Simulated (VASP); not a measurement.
# PbS in VASP: notebook

The runs below take PbS through single point, with PBE.

Program: VASP 6.6.1. These are calculated values, not measurements. Logs are shortened: lines on timing, memory, paths and dates and some standing lists are left out, and cuts for length are marked.

## 1. The cell of the first run

The cell holds a slab with vacuum, 4 atoms: a = 4.133 Å, b = 4.133 Å, c = 10.993 Å, α = 93.97°, β = 93.97°, γ = 89.98°.

## 2. Single point, PBE

Input file INCAR:

```
  PREC = Accurate
  ENCUT = 520
  EDIFF = 1E-7
  ISMEAR = -1
  SIGMA = 0.05
  LREAL = False
  LASPH = True
  NELM = 100
  ALGO = Normal
  ISIF = 2
  LWAVE = False
  LCHARG = True
  GGA = PE
  LELF = True
  LVHAR = True
  NBANDS = 28
```

Input file KPOINTS:

```
regular mesh
0
Gamma
  6 6 3
```

Input file POSCAR:

```
PbS
1.0
    2.9229485882     -2.9220013988      0.0000000000
    2.9229485882      2.9220013988      0.0000000000
   -1.0762498933      0.0000000000     10.9398618045
Pb S
2 2
Direct
    0.7736346200      0.7736346200      0.6277889900
    0.2263653800      0.2263653800      0.3722110100
    0.2704879500      0.2704879500      0.6102676200
    0.7295120500      0.7295120500      0.3897323800
```

Potentials or basis: VASP PAW PBE potentials, release 64 (Pb_d, S).

The run is started by

```
> cat potpaw_PBE.64/Pb_d/POTCAR potpaw_PBE.64/S/POTCAR > POTCAR
> mpirun -np 1 vasp_std > vasp.out
```

OUTCAR:

```text
PREC = Accurate
   ENCUT = 520
   EDIFF = 1E-7
   ISMEAR = -1
   LREAL = False
   LASPH = True
   NELM = 100
   ISIF = 2
   GGA = PE

 ion  position               nearest neighbor table
   1  0.774  0.774  0.628-   4 2.60   3 2.93   3 2.93   3 2.93   3 2.93   2 4.04   2 4.04   2 4.04
                             2 4.05
   2  0.226  0.226  0.372-   3 2.60   4 2.93   4 2.93   4 2.93   4 2.93   1 4.04   1 4.04   1 4.04
                             1 4.05
   3  0.270  0.270  0.610-   2 2.60   1 2.93   1 2.93   1 2.93   1 2.93
   4  0.730  0.730  0.390-   1 2.60   2 2.93   2 2.93   2 2.93   2 2.93

  LATTYP: Found a base centered monoclinic cell.
 ALAT       =     5.8458971764
 B/A-ratio  =     0.9996759473
 C/A-ratio  =     1.8804084392
 COS(beta)  =    -0.0979061014

  Lattice vectors:

 A1 = (   2.9229485882,  -2.9220013988,   0.0000000000)
 A2 = (   2.9229485882,   2.9220013988,   0.0000000000)
 A3 = (  -1.0762498933,   0.0000000000,  10.9398618045)

Analysis of symmetry for initial positions (statically):
=====================================================================
 Subroutine PRICEL returns:
 Original cell was already a primitive cell.

 Routine SETGRP: Setting up the symmetry group for a
 base centered monoclinic supercell.

 Subroutine GETGRP returns: Found  4 space group operations
 (whereof  4 operations were pure point group operations)
 out of a pool of  4 trial point group operations.

The static configuration has the point symmetry C_2h.

Analysis of symmetry for dynamics (positions and initial velocities):
=====================================================================
 Subroutine PRICEL returns:
 Original cell was already a primitive cell.

 Routine SETGRP: Setting up the symmetry group for a
 base centered monoclinic supercell.

 Subroutine GETGRP returns: Found  4 space group operations
 (whereof  4 operations were pure point group operations)
 out of a pool of  4 trial point group operations.

The dynamic configuration has the point symmetry C_2h.

 Subroutine INISYM returns: Found  4 space group operations
 (whereof  4 operations are pure point group operations),
 and found     1 'primitive' translations

----------------------------------------------------------------------------------------

                                     Primitive cell

  volume of cell :     186.8717

  direct lattice vectors                    reciprocal lattice vectors
     2.922948588 -2.922001399  0.000000000     0.171060142 -0.171115592  0.016828682
     2.922948588  2.922001399  0.000000000     0.171060142  0.171115592  0.016828682
    -1.076249893  0.000000000 10.939861804     0.000000000  0.000000000  0.091408833

  length of vectors
     4.133003826  4.133003826 10.992674385     0.242539322  0.242539322  0.091408833

  position of ions in fractional coordinates (direct lattice)
     0.773634620  0.773634620  0.627788990
     0.226365380  0.226365380  0.372211010
     0.270487950  0.270487950  0.610267620
     0.729512050  0.729512050  0.389732380

  ion indices of the primitive-cell ions
   primitive index   ion index
                 1           1
                 2           2
                 3           3
                 4           4

----------------------------------------------------------------------------------------

 KPOINTS: regular mesh

Automatic generation of k-mesh.
 Grid dimensions read from file:
 generate k-points for:    6    6    3

 Generating k-lattice:

  Cartesian coordinates                     Fractional coordinates (reciprocal lattice)
     0.028510024 -0.028519265  0.002804780     0.166666667 -0.000000000 -0.000000000
     0.028510024  0.028519265  0.002804780    -0.000000000  0.166666667 -0.000000000
     0.000000000  0.000000000  0.030469611     0.000000000  0.000000000  0.333333333

  Length of vectors
     0.040423220  0.040423220  0.030469611

  Shift w.r.t. Gamma in fractional coordinates (k-lattice)
     0.000000000  0.000000000  0.000000000

 Subroutine IBZKPT returns following result:
 ===========================================

 Found     34 irreducible k-points:

 Following reciprocal coordinates:
            Coordinates               Weight
  0.000000  0.000000  0.000000      1.000000
  0.166667 -0.000000 -0.000000      4.000000
  0.333333 -0.000000  0.000000      4.000000
  0.500000 -0.000000  0.000000      2.000000
  0.166667  0.166667 -0.000000      2.000000
  0.333333  0.166667  0.000000      4.000000
[... 16 lines left out ...]
 -0.333333  0.166667  0.333333      4.000000
 -0.166667  0.166667  0.333333      4.000000
 [... further k-points ...]
   k-points           NKPTS =     34   k-points in BZ     NKDIM =     34   number of bands    NBANDS=     28
   number of dos      NEDOS =    301   number of ions     NIONS =      4
   total plane-waves  NPLWV =  86016
   dimension x,y,z NGX =    32 NGY =   32 NGZ =   84
   dimension x,y,z NGXF=    64 NGYF=   64 NGZF=  168
   ions per type =               2   2
   NGX,Y,Z   is equivalent  to a cutoff of  12.87, 12.87, 12.70 a.u.
   NGXF,Y,Z  is equivalent  to a cutoff of  25.74, 25.74, 25.41 a.u.
 SYSTEM =  unknown system
   PREC   = accura    normal or accurate (medium, high low for compatibility)
   ISTART =      0    job   : 0-new  1-cont  2-samecut
   ICHARG =      2    charge: 1-file 2-atom 10-const
   ISPIN  =      1    spin polarized calculation?
   LNONCOLLINEAR =      F non collinear calculations
   LSORBIT =      F    spin-orbit coupling
   LASPH  =      T    aspherical Exc in radial PAW
   ENCUT  =  520.0 eV  38.22 Ry    6.18 a.u.   7.68  7.68 20.44*2*pi/ulx,y,z
   NELM   =    100;   NELMIN=  2; NELMDL= -5     # of ELM steps
   EDIFF  = 0.1E-06   stopping-criterion for ELM
   LREAL  =      F    real-space projection
   EDIFFG = 0.1E-05   stopping-criterion for IOM
   NSW    =      0    number of steps for IOM
   IBRION =     -1    ionic relax: 0-MD 1-quasi-New 2-CG
   NFREE  =      0    steps in history (QN), initial steepest desc. (CG)
   ISIF   =      2    stress and relaxation
   ISYM   =      2    0-nonsym 1-usesym 2-fastsym
   POTIM  = 0.5000    time-step for ionic-motion
   TEBEG  =    0.0;   TEEND  =   0.0 temperature during run
   PSTRESS=    0.0 pullay stress
   NELECT =      40.0000    total number of electrons
   NUPDOWN=      -1.0000    fix difference up-down
   EMIN   =  10.00;   EMAX   =-10.00  energy-range for DOS
   EFERMI =   0.00;   METHOD = LEGACY
   ISMEAR =    -1;   SIGMA  =   0.05  broadening in eV -4-tet -1-fermi 0-gaus
   EFERMI_NEDOS =   21; number of points for ismear=-14 and -15
   IALGO  =     38    algorithm
   IMIX   =      4    mixing-type and parameters
     AMIX     =   0.40;   BMIX     =  1.00
     AMIX_MAG =   1.60;   BMIX_MAG =  1.00
  volume/ion in A,a.u.               =      46.72       315.27
  Fermi-wavevector in a.u.,A,eV,Ry     =   0.979295  1.850600 13.048250  0.959019
  Thomas-Fermi vector in A             =   2.110137
   LORBIT       =      0    0 simple, 1 ext, 2 COOP (PROOUT), +10 PAW based schemes
   GGA     = PE    functional components
   LHFCALC =     F    Hartree Fock is set to
   AEXX    =    0.0000 exact exchange contribution
   IVDW    =     0    specifies the selected vdW correction
   LEPSILON=     F    determine dielectric tensor
   LRPA    =     F    only Hartree local field effects (RPA)
 non-spin polarized calculation
  energy-cutoff  :      520.00
  volume of cell :      186.87
 maximum number of plane-waves:      5060
   NGX = 15   NGY = 15   NGZ = 41

 number of electron      40.0000014 magnetization

 Free energy of the ion-electron system (eV)
  ---------------------------------------------------
  ext. energy  EPLUGINS =         0.00000000
  ---------------------------------------------------
  free energy    TOTEN  =       -17.18467752 eV

  energy without entropy =      -17.18467752  energy(sigma->0) =      -17.18467752

 E-fermi :   1.8188     XC(G=0):  -6.1548

 val. band max:        0.8159366058   @ k =   0.3333  -0.0000   0.3333
 cond. band min:       2.7244528882   @ k =   0.0000   0.0000   0.3333
 fundamental gap:      1.9085162824
 Fermi energy:         1.8187883072

 k-point     1 :       0.0000    0.0000    0.0000
  band No.  band energies     occupation
      1     -15.4115      2.00000
      2     -15.2587      2.00000
      3     -15.2399      2.00000
      4     -15.2369      2.00000
      5     -15.2121      2.00000
      6     -15.2023      2.00000
[... 20 lines left out ...]
     27       7.6550      0.00000
     28       7.6645      0.00000

 k-point     2 :       0.1667   -0.0000   -0.0000
  band No.  band energies     occupation
      1     -15.3906      2.00000
      2     -15.2480      2.00000
      3     -15.2440      2.00000
      4     -15.2261      2.00000
      5     -15.2215      2.00000
      6     -15.2130      2.00000
[... 20 lines left out ...]
     27       6.9373      0.00000
     28       7.3842      0.00000

 k-point     3 :       0.3333   -0.0000    0.0000
  band No.  band energies     occupation
      1     -15.3431      2.00000
      2     -15.2614      2.00000
      3     -15.2386      2.00000
      4     -15.2334      2.00000
      5     -15.2279      2.00000
      6     -15.2107      2.00000
[... 20 lines left out ...]
     27       6.2643      0.00000
     28       7.6803      0.00000

 k-point     4 :       0.5000   -0.0000    0.0000
  band No.  band energies     occupation
      1     -15.2954      2.00000
      2     -15.2954      2.00000
      3     -15.2452      2.00000
      4     -15.2451      2.00000
      5     -15.2151      2.00000
      6     -15.2150      2.00000
[... 20 lines left out ...]
     27       6.5948      0.00000
     28       6.8495      0.00000

 k-point     5 :       0.1667    0.1667   -0.0000
  band No.  band energies     occupation
      1     -15.3776      2.00000
      2     -15.2524      2.00000
      3     -15.2379      2.00000
      4     -15.2266      2.00000
      5     -15.2192      2.00000
      6     -15.2176      2.00000
[... 20 lines left out ...]
     27       6.6143      0.00000
     28       7.9880      0.00000

 k-point     6 :       0.3333    0.1667    0.0000
  band No.  band energies     occupation
      1     -15.3504      2.00000
      2     -15.2872      2.00000
      3     -15.2330      2.00000
      4     -15.2320      2.00000
      5     -15.2220      2.00000
      6     -15.2041      2.00000
[... 463 lines left out ...]
      5     -15.2220      2.00000
      6     -15.2041      2.00000
[... 20 lines left out ...]
     27       6.7077      0.00000
     28       7.4749      0.00000

 k-point    22 :       0.5000    0.1667    0.3333
  band No.  band energies     occupation
      1     -15.3220      2.00000
      2     -15.3220      2.00000
      3     -15.2379      2.00000
      4     -15.2378      2.00000
      5     -15.2118      2.00000
      6     -15.2117      2.00000
[... 20 lines left out ...]
     27       6.9738      0.00000
     28       7.3703      0.00000

 k-point    23 :      -0.3333    0.1667    0.3333
  band No.  band energies     occupation
      1     -15.3504      2.00000
      2     -15.2871      2.00000
      3     -15.2331      2.00000
      4     -15.2320      2.00000
      5     -15.2221      2.00000
      6     -15.2041      2.00000
[... 20 lines left out ...]
     27       6.5572      0.00000
     28       7.5389      0.00000

 k-point    24 :      -0.1667    0.1667    0.3333
  band No.  band energies     occupation
      1     -15.3775      2.00000
      2     -15.2523      2.00000
      3     -15.2379      2.00000
      4     -15.2268      2.00000
      5     -15.2192      2.00000
      6     -15.2176      2.00000
[... 20 lines left out ...]
     27       6.4416      0.00000
     28       7.7086      0.00000

 [... further k-points ...]

------------------------ aborting loop because EDIFF is reached ----------------------------------------

  FORCE on cell =-STRESS in cart. coord.  units (eV):
  Direction    XX          YY          ZZ          XY          YZ          ZX
  --------------------------------------------------------------------------------------
  -------------------------------------------------------------------------------------
  Total        2.9297656      2.9598936      2.9232617      0.0000000      0.0000000     -0.0055974
  in kB       25.1188664     25.3771737     25.0631035      0.0000000      0.0000000     -0.0479906
  external PRESSURE =      25.1863812 kB  Pullay stress =       0.0000000 kB

 VOLUME and BASIS-vectors are now :
 -----------------------------------------------------------------------------
  energy-cutoff  :      520.00
  volume of cell :      186.87
      direct lattice vectors                 reciprocal lattice vectors
     2.922948588 -2.922001399  0.000000000     0.171060142 -0.171115592  0.016828682
     2.922948588  2.922001399  0.000000000     0.171060142  0.171115592  0.016828682
    -1.076249893  0.000000000 10.939861804     0.000000000  0.000000000  0.091408833

 POSITION                                       TOTAL-FORCE (eV/Angst)
 -----------------------------------------------------------------------------------
      3.84693      0.00000      6.86792         0.000354      0.000000      0.632281
      0.92272      0.00000      4.07194        -0.000354      0.000000     -0.632281
      0.92444      0.00000      6.67624        -0.002958      0.000000      0.498716
      3.84520      0.00000      4.26362         0.002958      0.000000     -0.498716
 -----------------------------------------------------------------------------------
    total drift:                                0.000000      0.000000      0.000000

  FREE ENERGIE OF THE ION-ELECTRON SYSTEM (eV)
  ---------------------------------------------------
  free  energy   TOTEN  =       -17.1846775224 eV

  energy  without entropy=      -17.1846775212  energy(sigma->0) =      -17.18467752
```

Wall time 2 min (1 thread of AMD EPYC 9R45 (Zen 5), shared host); peak memory 0.33 GiB.

Results:

| Quantity | Value |
| --- | --- |
| Free energy | -17.1847 eV |
| Largest force | 0.632 eV/Å |
| Band gap on the k mesh | 1.91 eV (least direct gap 2.04 eV) |

Forces on the atoms (eV/Å):
```
Pb   0.000  0.000  0.632
Pb   0.000  0.000 -0.632
S   -0.003  0.000  0.499
S    0.003  0.000 -0.499
```

Caveat: spin-orbit coupling is left out, which moves the levels of the heavy elements.

## 3. Single point, PBE

This run uses another cell than the first one.

Input file INCAR:

```
SYSTEM = PbS
PREC     = Accurate       ! precision mode
ENCUT    = 520            ! plane-wave cutoff, eV
EDIFF    = 1E-6           ! SCF threshold, eV
ISMEAR   = -1             ! smearing method
SIGMA    = 0.05           ! smearing width, eV
LREAL    = .False.        ! projectors in reciprocal space
LASPH    = .True.         ! aspherical terms in the spheres
NELM     = 60             ! most SCF steps
ALGO     = Normal         ! electronic algorithm
ISIF     = 2              ! what is computed and relaxed
LWAVE    = .False.        ! write WAVECAR
LCHARG   = .False.        ! write CHGCAR
GGA      = PE             ! functional
NBANDS   = 28             ! bands
```

Input file KPOINTS:

```
regular mesh
0
Gamma
  6 6 3
  0 0 0
```

Input file POSCAR:

```
PbS
1.0
    2.9435334114     -2.9425795515      0.0000000000
    2.9435334114      2.9425795515      0.0000000000
   -1.0838293676      0.0000000000     11.0169056232
Pb S
2 2
Direct
    0.7736346200      0.7736346200      0.6277889900
    0.2263653800      0.2263653800      0.3722110100
    0.2704879500      0.2704879500      0.6102676200
    0.7295120500      0.7295120500      0.3897323800
```

Potentials or basis: VASP PAW PBE potentials, release 64 (Pb_d, S).

The run is started by

```
> cat potpaw_PBE.64/Pb_d/POTCAR potpaw_PBE.64/S/POTCAR > POTCAR
> mpirun -np 1 vasp_std > vasp.out
```

Run time: 1.7 min. Hardware: 1 thread of AMD EPYC 9R45 (Zen 5), shared host; peak memory 0.33 GiB.

Results (log left out):

- Free energy: -17.2387 eV
- Largest force: 0.449 eV/Å
- Band gap on the k mesh: 1.95 eV (least direct gap 2.06 eV)

Forces on the atoms (eV/Å):
```
Pb   0.000  0.000  0.449
Pb   0.000  0.000 -0.449
S   -0.003  0.000  0.387
S    0.003  0.000 -0.387
```

Levels at points of the mesh, in eV from the valence-band top:
```csv
k point,band 17,band 18,band 19,band 20,band 21,band 22,band 23,band 24
"(0.00, 0.00, 0.00)",-2.60,-1.40,-1.40,-0.11,2.13,3.66,4.91,5.52
"(0.50, 0.00, 0.00)",-1.06,-1.06,-0.09,-0.09,2.16,2.16,3.16,3.17
"(0.50, 0.50, 0.00)",-2.82,-2.82,-1.42,-1.41,4.38,4.40,5.27,5.28
```

Caveat: spin-orbit coupling is left out, which moves the levels of the heavy elements.

## 4. Single point, PBE

This run uses another cell than the first one.

Input file INCAR:

```
SYSTEM = PbS
  PREC = Accurate
  ENCUT = 520
  EDIFF = 1E-6
  ISMEAR = -1
  SIGMA = 0.05
  LREAL = .FALSE.
  LASPH = .TRUE.
  NELM = 60
  ALGO = Normal
  ISIF = 2
  LWAVE = .FALSE.
  LCHARG = .TRUE.
  GGA = PE
  LELF = .TRUE.
  LVHAR = .TRUE.
  NBANDS = 28
```

Input file KPOINTS:

```
regular mesh
0
G
  6 6 3
  0 0 0
```

Input file POSCAR:

```
PbS
1.0
    2.9638342833     -2.9628738448      0.0000000000
    2.9638342833      2.9628738448      0.0000000000
   -1.0913042891      0.0000000000     11.0928866837
Pb S
2 2
Direct
    0.7736346200      0.7736346200      0.6277889900
    0.2263653800      0.2263653800      0.3722110100
    0.2704879500      0.2704879500      0.6102676200
    0.7295120500      0.7295120500      0.3897323800
```

The run is started by

```
> cat potpaw_PBE.64/Pb_d/POTCAR potpaw_PBE.64/S/POTCAR > POTCAR
> mpirun -np 1 vasp_std > vasp.out
```

Run time: 1.8 min. Hardware: 1 thread of AMD EPYC 9R45 (Zen 5), shared host; peak memory 0.32 GiB.

The run converged. Its results:

* Free energy: -17.2749 eV
* Largest force: 0.284 eV/Å
* Band gap on the k mesh: 1.99 eV (least direct gap 2.08 eV)

Forces in eV/Å, atoms in the order of the input:
```
Pb   0.000  0.000  0.279
Pb   0.000  0.000 -0.279
S   -0.003  0.000  0.284
S    0.003  0.000 -0.284
```

Levels at points of the mesh, in eV from the valence-band top:
| k point | band 18 | band 19 | band 20 | band 21 | band 22 | band 23 |
| --- | --- | --- | --- | --- | --- | --- |
| (0.00, 0.00, 0.00) | -1.32 | -1.32 | -0.09 | 2.16 | 3.69 | 4.98 |
| (0.50, 0.00, 0.00) | -1.00 | -0.09 | -0.09 | 2.15 | 2.15 | 3.17 |
| (0.50, 0.50, 0.00) | -2.70 | -1.36 | -1.36 | 4.35 | 4.37 | 5.22 |

Caveat: spin-orbit coupling is left out, which moves the levels of the heavy elements.

## 5. The runs side by side

| cell | gap on the mesh (eV) | largest force (eV/Å) |
| --- | --- | --- |
| a = 4.133, b = 4.133, c = 10.993 Å, angles 94.0, 94.0, 90.0°, 4 atoms | 1.91 | 0.63 |
| a = 4.162, b = 4.162, c = 11.070 Å, angles 94.0, 94.0, 90.0°, 4 atoms | 1.95 | 0.45 |
| a = 4.191, b = 4.191, c = 11.146 Å, angles 94.0, 94.0, 90.0°, 4 atoms | 1.99 | 0.28 |

Alike in all rows: task single point; level PBE; potentials or basis VASP PAW PBE potentials, release 64 (Pb_d, S); no spin polarisation; k mesh 6 × 6 × 3; cutoff (eV) 520; smearing fermi-dirac 0.05 eV.

Caveats: spin-orbit coupling is left out, which moves the levels of the heavy elements.

Total energies depend on the potentials used, so only differences within one code and one set of settings carry meaning.
